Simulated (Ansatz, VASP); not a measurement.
CdTe: VASP beside Ansatz

```xyz
4
Lattice="4.1168 0.0000 0.0000 -2.0584 3.5653 0.0000 0.0000 0.0000 9.4264" Properties=species:S:1:pos:R:3 pbc="T T T"
Cd    0.0000    0.0000    2.0973
Cd    0.0000    0.0000    7.3291
Te    0.0000    0.0000    0.0000
Te    0.0000    0.0000    4.7132
```

Alike in both runs: task relaxation of cell and atoms; functional PBE; k mesh 6 × 6 × 2; occupations gaussian, width 0.1 eV; no spin polarisation.

|  | VASP | Ansatz |
| --- | --- | --- |
| version | VASP 6.6.1 | Ansatz 0.2.0 |
| potentials or method | VASP PAW PBE potentials, release 64 (Cd, Te), cutoff 600 eV | scalar-relativistic, plane waves, PAW |
| valence electrons in the cell | 36 | 72 |

```csv
,VASP,Ansatz,Ansatz less VASP
"gap on the k mesh at the Fermi level, each at its own relaxed structure (eV)",none,none,-
relaxed volume (Å³/atom),40.18,42.26,+2.080
relaxed cell length with the largest relative difference (Å),4.112,4.235,+0.1231
```

A gap of «none» marks a metal or a gap that the smearing closes. One of these differences is far larger than is usual between the two programs; its cause wasn't traced. VASP's potentials hold 36 valence electrons a cell and Ansatz's 72, so a difference there can come from the potentials and not from the codes.

Spin-orbit coupling is off throughout. Noted on VASP's run: the volume moved by over 15 % at a fixed basis, so the end points are rough.
